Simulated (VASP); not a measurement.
# WS2 (R3m) in VASP: a series of runs

The runs below take WS2 through single point, with r2SCAN.

Program: VASP 6.6.1. These are calculated values, not measurements. Logs are shortened: lines on timing, memory, paths and dates and some standing lists are left out, and cuts for length are marked.

### 1 The cell of the first run

Symmetry: R3m, No. 160, trigonal system. Conventional cell: a = 3.158 Å, b = 3.158 Å, c = 18.490 Å, α = 90.00°, β = 90.00°, γ = 120.00°. Within 3.2 Å of W (site symmetry 3m) lie 6 S at 2.39 to 2.42 Å and 6 W at 3.16 Å. Within 3.2 Å of S (site symmetry 3m) lie 3 W at 2.42 Å and 7 S at 3.13 to 3.16 Å. S (site symmetry 3m) has 3 W at 2.39 Å and 7 S at 3.13 to 3.16 Å within 3.2 Å.

### 2 Single point, r2SCAN

File POSCAR:

```
WS2
1.0
    1.5790000000      0.9116360751      6.1633333333
   -1.5790000000      0.9116360751      6.1633333333
    0.0000000000     -1.8232721501      6.1633333333
W S
1 2
Direct
    0.0000000000      0.0000000000      0.0000000000
    0.5810000000      0.5810000000      0.5810000000
    0.7503000000      0.7503000000      0.7503000000
```

File INCAR.step1:

```
SYSTEM = WS2
PREC     = Accurate       ! precision mode
ENCUT    = 520            ! plane-wave cutoff, eV
ISMEAR   = -1             ! smearing method
SIGMA    = 0.05           ! smearing width, eV
LREAL    = .FALSE.        ! projectors in reciprocal space
LASPH    = .TRUE.         ! aspherical terms in the spheres
NELM     = 80             ! most SCF steps
NBANDS   = 20             ! bands
GGA      = PE             ! functional
ALGO     = Normal         ! electronic algorithm
EDIFF    = 1E-4           ! SCF threshold, eV
LWAVE    = .TRUE.         ! write WAVECAR
LCHARG   = .FALSE.        ! write CHGCAR
```

File INCAR.step2:

```
SYSTEM = WS2
PREC     = Accurate       ! precision mode
ENCUT    = 520            ! plane-wave cutoff, eV
EDIFF    = 1E-6           ! SCF threshold, eV
ISMEAR   = -1             ! smearing method
SIGMA    = 0.05           ! smearing width, eV
LREAL    = .FALSE.        ! projectors in reciprocal space
LASPH    = .TRUE.         ! aspherical terms in the spheres
NELM     = 80             ! most SCF steps
ALGO     = Normal         ! electronic algorithm
ISIF     = 2              ! what is computed and relaxed
LWAVE    = .FALSE.        ! write WAVECAR
LCHARG   = .TRUE.         ! write CHGCAR
METAGGA  = R2SCAN         ! meta-GGA
LMIXTAU  = .TRUE.       
LELF     = .TRUE.         ! ELF
LVHAR    = .TRUE.       
NBANDS   = 20             ! bands
ISTART   = 1
```

File KPOINTS:

```
regular mesh
0
G
  10 10 10
  0 0 0
```

Potentials or basis: VASP PAW PBE potentials, release 64 (W_sv, S).

The run is started by

```sh
> cat potpaw_PBE.64/W_sv/POTCAR potpaw_PBE.64/S/POTCAR > POTCAR
> cp INCAR.step1 INCAR
> mpirun -np 1 vasp_std > vasp.out
> cp INCAR.step2 INCAR
> mpirun -np 1 vasp_std > vasp.out
```

OUTCAR:

```text
SYSTEM = WS2
   PREC = Accurate
   ENCUT = 520
   EDIFF = 1E-6
   ISMEAR = -1
   LREAL = .FALSE.
   LASPH = .TRUE.
   NELM = 80
   ISIF = 2
   METAGGA = R2SCAN
   ISTART = 1

 ion  position               nearest neighbor table
   1  0.000  0.000  0.000-   3 2.39   3 2.39   3 2.39   2 2.42   2 2.42   2 2.42
   2  0.581  0.581  0.581-   1 2.42   1 2.42   1 2.42
   3  0.750  0.750  0.750-   1 2.39   1 2.39   1 2.39

  LATTYP: Found a trigonal (rhomboedric) cell.
 ALAT       =     6.4273633094
 COS(alpha) =     0.8792940837

  Lattice vectors:

 A1 = (   1.5790000000,   0.9116360751,   6.1633333333)
 A2 = (  -1.5790000000,   0.9116360751,   6.1633333333)
 A3 = (   0.0000000000,  -1.8232721501,   6.1633333333)

Analysis of symmetry for initial positions (statically):
=====================================================================
 Subroutine PRICEL returns:
 Original cell was already a primitive cell.

 Routine SETGRP: Setting up the symmetry group for a
 trigonal (rhombohedral) supercell.

 Subroutine GETGRP returns: Found  6 space group operations
 (whereof  6 operations were pure point group operations)
 out of a pool of 12 trial point group operations.

The static configuration has the point symmetry C_3v.

Analysis of symmetry for dynamics (positions and initial velocities):
=====================================================================
 Subroutine PRICEL returns:
 Original cell was already a primitive cell.

 Routine SETGRP: Setting up the symmetry group for a
 trigonal (rhombohedral) supercell.

 Subroutine GETGRP returns: Found  6 space group operations
 (whereof  6 operations were pure point group operations)
 out of a pool of 12 trial point group operations.

The dynamic configuration has the point symmetry C_3v.

 Subroutine INISYM returns: Found  6 space group operations
 (whereof  6 operations are pure point group operations),
 and found     1 'primitive' translations

----------------------------------------------------------------------------------------

                                     Primitive cell

  volume of cell :      53.2317

  direct lattice vectors                    reciprocal lattice vectors
     1.579000000  0.911636075  6.163333333     0.316656111  0.182821491  0.054083288
    -1.579000000  0.911636075  6.163333333    -0.316656111  0.182821491  0.054083288
     0.000000000 -1.823272150  6.163333333     0.000000000 -0.365642982  0.054083288

  length of vectors
     6.427363309  6.427363309  6.427363309     0.369621147  0.369621147  0.369621147

  position of ions in fractional coordinates (direct lattice)
     0.000000000  0.000000000  0.000000000
     0.581000000  0.581000000  0.581000000
     0.750300000  0.750300000  0.750300000

  ion indices of the primitive-cell ions
   primitive index   ion index
                 1           1
                 2           2
                 3           3

----------------------------------------------------------------------------------------

 KPOINTS: regular mesh

Automatic generation of k-mesh.
 Grid dimensions read from file:
 generate k-points for:   10   10   10

 Generating k-lattice:

  Cartesian coordinates                     Fractional coordinates (reciprocal lattice)
     0.031665611  0.018282149  0.005408329     0.100000000  0.000000000  0.000000000
    -0.031665611  0.018282149  0.005408329     0.000000000  0.100000000  0.000000000
     0.000000000 -0.036564298  0.005408329     0.000000000  0.000000000  0.100000000

  Length of vectors
     0.036962115  0.036962115  0.036962115

  Shift w.r.t. Gamma in fractional coordinates (k-lattice)
     0.000000000  0.000000000  0.000000000

 Subroutine IBZKPT returns following result:
 ===========================================

 Found    116 irreducible k-points:

 Following reciprocal coordinates:
            Coordinates               Weight
  0.000000  0.000000  0.000000      1.000000
  0.100000 -0.000000  0.000000      6.000000
  0.200000 -0.000000  0.000000      6.000000
  0.300000  0.000000  0.000000      6.000000
  0.400000  0.000000 -0.000000      6.000000
  0.500000  0.000000  0.000000      3.000000
[... 16 lines left out ...]
  0.300000  0.300000  0.000000      6.000000
  0.400000  0.300000 -0.000000     12.000000
 [... further k-points ...]
   k-points           NKPTS =    116   k-points in BZ     NKDIM =    116   number of bands    NBANDS=     20
   number of dos      NEDOS =    301   number of ions     NIONS =      3
   total plane-waves  NPLWV = 110592
   dimension x,y,z NGX =    48 NGY =   48 NGZ =   48
   dimension x,y,z NGXF=    96 NGYF=   96 NGZF=   96
   ions per type =               1   2
   NGX,Y,Z   is equivalent  to a cutoff of  12.42, 12.42, 12.42 a.u.
   NGXF,Y,Z  is equivalent  to a cutoff of  24.83, 24.83, 24.83 a.u.
 SYSTEM =  WS2
   PREC   = accura    normal or accurate (medium, high low for compatibility)
   ISTART =      1    job   : 0-new  1-cont  2-samecut
   ICHARG =      0    charge: 1-file 2-atom 10-const
   ISPIN  =      1    spin polarized calculation?
   LNONCOLLINEAR =      F non collinear calculations
   LSORBIT =      F    spin-orbit coupling
   LASPH  =      T    aspherical Exc in radial PAW
   ENCUT  =  520.0 eV  38.22 Ry    6.18 a.u.  11.95 11.95 11.95*2*pi/ulx,y,z
   NELM   =     80;   NELMIN=  2; NELMDL=  0     # of ELM steps
   EDIFF  = 0.1E-05   stopping-criterion for ELM
   LREAL  =      F    real-space projection
   EDIFFG = 0.1E-04   stopping-criterion for IOM
   NSW    =      0    number of steps for IOM
   IBRION =     -1    ionic relax: 0-MD 1-quasi-New 2-CG
   NFREE  =      0    steps in history (QN), initial steepest desc. (CG)
   ISIF   =      2    stress and relaxation
   ISYM   =      2    0-nonsym 1-usesym 2-fastsym
   POTIM  = 0.5000    time-step for ionic-motion
   TEBEG  =    0.0;   TEEND  =   0.0 temperature during run
   PSTRESS=    0.0 pullay stress
   NELECT =      26.0000    total number of electrons
   NUPDOWN=      -1.0000    fix difference up-down
   EMIN   =  10.00;   EMAX   =-10.00  energy-range for DOS
   EFERMI =   0.00;   METHOD = LEGACY
   ISMEAR =    -1;   SIGMA  =   0.05  broadening in eV -4-tet -1-fermi 0-gaus
   EFERMI_NEDOS =   21; number of points for ismear=-14 and -15
   IALGO  =     38    algorithm
   IMIX   =      4    mixing-type and parameters
     AMIX     =   0.40;   BMIX     =  1.00
     AMIX_MAG =   1.60;   BMIX_MAG =  1.00
  volume/ion in A,a.u.               =      17.74       119.74
  Fermi-wavevector in a.u.,A,eV,Ry     =   1.289266  2.436359 22.615687  1.662206
  Thomas-Fermi vector in A             =   2.421169
   LORBIT       =      0    0 simple, 1 ext, 2 COOP (PROOUT), +10 PAW based schemes
   METAGGA = R2SCAN    functional components
   LHFCALC =     F    Hartree Fock is set to
   AEXX    =    0.0000 exact exchange contribution
   IVDW    =     0    specifies the selected vdW correction
   LEPSILON=     F    determine dielectric tensor
   LRPA    =     F    only Hartree local field effects (RPA)
 non-spin polarized calculation
  energy-cutoff  :      520.00
  volume of cell :       53.23
 maximum number of plane-waves:      1450
   NGX = 23   NGY = 23   NGZ = 23

 number of electron      26.0000001 magnetization

 Free energy of the ion-electron system (eV)
  ---------------------------------------------------
  ext. energy  EPLUGINS =         0.00000000
  ---------------------------------------------------
  free energy    TOTEN  =       -70.04650060 eV

  energy without entropy =      -70.04650051  energy(sigma->0) =      -70.04650056

 E-fermi :   7.9195     XC(G=0): -11.6643

 val. band max:        7.3768094608   @ k =   0.5000   0.5000   0.5000
 cond. band min:       8.5626233825   @ k =  -0.2000   0.2000   0.0000
 fundamental gap:      1.1858139217
 Fermi energy:         7.9195172701

 k-point     1 :       0.0000    0.0000    0.0000
  band No.  band energies     occupation
      1     -69.2499      2.00000
      2     -32.8603      2.00000
      3     -32.6769      2.00000
      4     -32.6769      2.00000
      5      -9.0325      2.00000
      6      -6.9641      2.00000
[... 12 lines left out ...]
     19      15.8869      0.00000
     20      16.4542      0.00000

 k-point     2 :       0.1000   -0.0000    0.0000
  band No.  band energies     occupation
      1     -69.2478      2.00000
      2     -32.8533      2.00000
      3     -32.7148      2.00000
      4     -32.6857      2.00000
      5      -8.8547      2.00000
      6      -6.9137      2.00000
[... 12 lines left out ...]
     19      16.3805      0.00000
     20      16.6069      0.00000

 k-point     3 :       0.2000   -0.0000    0.0000
  band No.  band energies     occupation
      1     -69.2425      2.00000
      2     -32.8350      2.00000
      3     -32.8127      2.00000
      4     -32.7085      2.00000
      5      -8.3589      2.00000
      6      -6.7731      2.00000
[... 12 lines left out ...]
     19      16.3392      0.00000
     20      16.9146      0.00000

 k-point     4 :       0.3000    0.0000    0.0000
  band No.  band energies     occupation
      1     -69.2359      2.00000
      2     -32.9318      2.00000
      3     -32.8122      2.00000
      4     -32.7365      2.00000
      5      -7.6629      2.00000
      6      -6.5790      2.00000
[... 12 lines left out ...]
     19      15.6115      0.00000
     20      15.9806      0.00000

 k-point     5 :       0.4000    0.0000   -0.0000
  band No.  band energies     occupation
      1     -69.2306      2.00000
      2     -33.0264      2.00000
      3     -32.7937      2.00000
      4     -32.7591      2.00000
      5      -6.9920      2.00000
      6      -6.4017      2.00000
[... 12 lines left out ...]
     19      14.6100      0.00000
     20      15.3227      0.00000
[... 353 lines left out ...]
      6      -6.2925      2.00000
[... 12 lines left out ...]
     19      15.6058      0.00000
     20      16.6788      0.00000

 k-point    22 :      -0.2000    0.2000    0.0000
  band No.  band energies     occupation
      1     -69.2329      2.00000
      2     -32.9519      2.00000
      3     -32.8017      2.00000
      4     -32.7849      2.00000
      5      -7.3184      2.00000
      6      -6.4499      2.00000
[... 12 lines left out ...]
     19      15.8684      0.00000
     20      16.4084      0.00000

 k-point    23 :       0.3000    0.3000    0.0000
  band No.  band energies     occupation
      1     -69.2359      2.00000
      2     -32.9318      2.00000
      3     -32.8122      2.00000
      4     -32.7365      2.00000
      5      -7.6140      2.00000
      6      -6.6528      2.00000
[... 12 lines left out ...]
     19      15.3355      0.00000
     20      16.4545      0.00000

 k-point    24 :       0.4000    0.3000   -0.0000
  band No.  band energies     occupation
      1     -69.2322      2.00000
      2     -32.9816      2.00000
      3     -32.7995      2.00000
      4     -32.7685      2.00000
      5      -7.1610      2.00000
      6      -6.5309      2.00000
[... 12 lines left out ...]
     19      15.1588      0.00000
     20      16.4102      0.00000

 [... further k-points ...]

------------------------ aborting loop because EDIFF is reached ----------------------------------------

  FORCE on cell =-STRESS in cart. coord.  units (eV):
  Direction    XX          YY          ZZ          XY          YZ          ZX
  --------------------------------------------------------------------------------------
  -------------------------------------------------------------------------------------
  Total        1.0556147      1.0556147      0.6557739      0.0000000      0.0000000      0.0000000
  in kB       31.7720669     31.7720669     19.7375920      0.0000000      0.0000000      0.0000000
  external PRESSURE =      27.7605753 kB  Pullay stress =       0.0000000 kB

 VOLUME and BASIS-vectors are now :
 -----------------------------------------------------------------------------
  energy-cutoff  :      520.00
  volume of cell :       53.23
      direct lattice vectors                 reciprocal lattice vectors
     1.579000000  0.911636075  6.163333333     0.316656111  0.182821491  0.054083288
    -1.579000000  0.911636075  6.163333333    -0.316656111  0.182821491  0.054083288
     0.000000000 -1.823272150  6.163333333     0.000000000 -0.365642982  0.054083288

 POSITION                                       TOTAL-FORCE (eV/Angst)
 -----------------------------------------------------------------------------------
      0.00000      0.00000      0.00000         0.000000     -0.000000     -0.620825
      0.00000      0.00000     10.74269         0.000000      0.000000      0.341539
      0.00000      0.00000     13.87305         0.000000      0.000000      0.279287
 -----------------------------------------------------------------------------------
    total drift:                                0.000000     -0.000000     -0.000034

  FREE ENERGIE OF THE ION-ELECTRON SYSTEM (eV)
  ---------------------------------------------------
  free  energy   TOTEN  =       -70.0465006038 eV

  energy  without entropy=      -70.0465005132  energy(sigma->0) =      -70.04650056
```

Run time: 16 min. Hardware: 1 thread of Intel Xeon 8259CL, shared host; peak memory 0.44 GiB.

What came out:

```yaml
Free_energy: -70.0465 eV
Pressure: 2.8 GPa
Largest_force: 0.621 eV/Å
Band_gap_on_the_k_mesh: 1.19 eV (least direct gap 2.37 eV)
```

Forces on the atoms (eV/Å):
```
W    0.000  0.000 -0.621
S    0.000  0.000  0.342
S    0.000  0.000  0.279
```

Levels at points of the mesh, in eV from the valence-band top:
| k point | band 11 | band 12 | band 13 | band 14 | band 15 | band 16 |
| --- | --- | --- | --- | --- | --- | --- |
| (0.00, 0.00, 0.00) | -2.44 | -1.71 | -1.24 | 2.33 | 2.33 | 2.67 |
| (0.50, 0.00, 0.00) | -2.76 | -1.98 | -1.81 | 2.44 | 2.75 | 3.94 |
| (0.50, 0.50, 0.00) | -3.38 | -2.19 | -1.64 | 2.39 | 2.88 | 3.51 |
| (0.50, 0.50, 0.50) | -2.41 | -2.41 | 0.00 | 2.44 | 2.44 | 2.51 |

Caveat: the PAW data sets were made with another functional, which shifts forces and pressure a little; spin-orbit coupling is left out, which moves the levels of the heavy elements.

### 3 Single point, r2SCAN

This run uses another cell than the first one, of 18.10 Å³/atom.

File POSCAR:

```
WS2
1.0
    1.5894572584      0.9176735760      6.2041512999
   -1.5894572584      0.9176735760      6.2041512999
    0.0000000000     -1.8353471520      6.2041512999
W S
1 2
Direct
    0.0000000000      0.0000000000      0.0000000000
    0.5810000000      0.5810000000      0.5810000000
    0.7503000000      0.7503000000      0.7503000000
```

File INCAR.step1:

```
  ALGO = Normal
  EDIFF = 1E-4
  ENCUT = 520
  GGA = PE
  ISMEAR = -1
  LASPH = T
  LCHARG = F
  LREAL = F
  LWAVE = T
  NBANDS = 20
  NELM = 100
  PREC = Accurate
  SIGMA = 0.05
```

File INCAR.step2:

```
  ALGO = Normal
  EDIFF = 1E-6
  ENCUT = 520
  ISIF = 2
  ISMEAR = -1
  ISTART = 1
  LASPH = T
  LCHARG = F
  LMIXTAU = T
  LREAL = F
  LWAVE = F
  METAGGA = R2SCAN
  NBANDS = 20
  NELM = 100
  PREC = Accurate
  SIGMA = 0.05
```

File KPOINTS:

```
k-points
0
Gamma
  10 10 10
```

Potentials or basis: VASP PAW PBE potentials, release 64 (W_sv, S).

The run is started by

```sh
> cat potpaw_PBE.64/W_sv/POTCAR potpaw_PBE.64/S/POTCAR > POTCAR
> cp INCAR.step1 INCAR
> mpirun -np 1 vasp_std > vasp.out
> cp INCAR.step2 INCAR
> mpirun -np 1 vasp_std > vasp.out
```

Run time: 17 min. Hardware: 1 thread of Intel Xeon 8259CL, shared host; peak memory 0.44 GiB.

Results (log left out):

* Free energy: -70.0539 eV
* Pressure: -0.6 GPa
* Largest force: 0.673 eV/Å
* Band gap on the k mesh: 1.20 eV (least direct gap 2.31 eV)

Forces on the atoms (eV/Å):
```
W    0.000  0.000 -0.593
S    0.000  0.000  0.673
S    0.000  0.000 -0.080
```

Stress tensor (GPa, compression positive):
```
-0.14  0.00  0.00
 0.00 -0.14  0.00
 0.00  0.00 -1.58
```

Levels at points of the mesh, in eV from the valence-band top:
```csv
k point,band 9,band 10,band 11,band 12,band 13,band 14,band 15,band 16,band 17,band 18
"(0.00, 0.00, 0.00)",-3.63,-2.38,-2.38,-1.69,-1.17,2.31,2.31,2.61,2.61,5.15
"(0.50, 0.00, 0.00)",-5.44,-4.28,-2.72,-1.96,-1.75,2.39,2.70,3.89,4.00,4.72
"(0.50, 0.50, 0.00)",-5.12,-4.19,-3.31,-2.15,-1.58,2.34,2.82,3.47,4.48,5.34
"(0.50, 0.50, 0.50)",-3.65,-3.65,-2.35,-2.35,0.00,2.40,2.40,2.48,2.48,5.38
```

Caveat: the PAW data sets were made with another functional, which shifts forces and pressure a little; spin-orbit coupling is left out, which moves the levels of the heavy elements. A k mesh can miss the band edges.

[end of part 1 of 2]
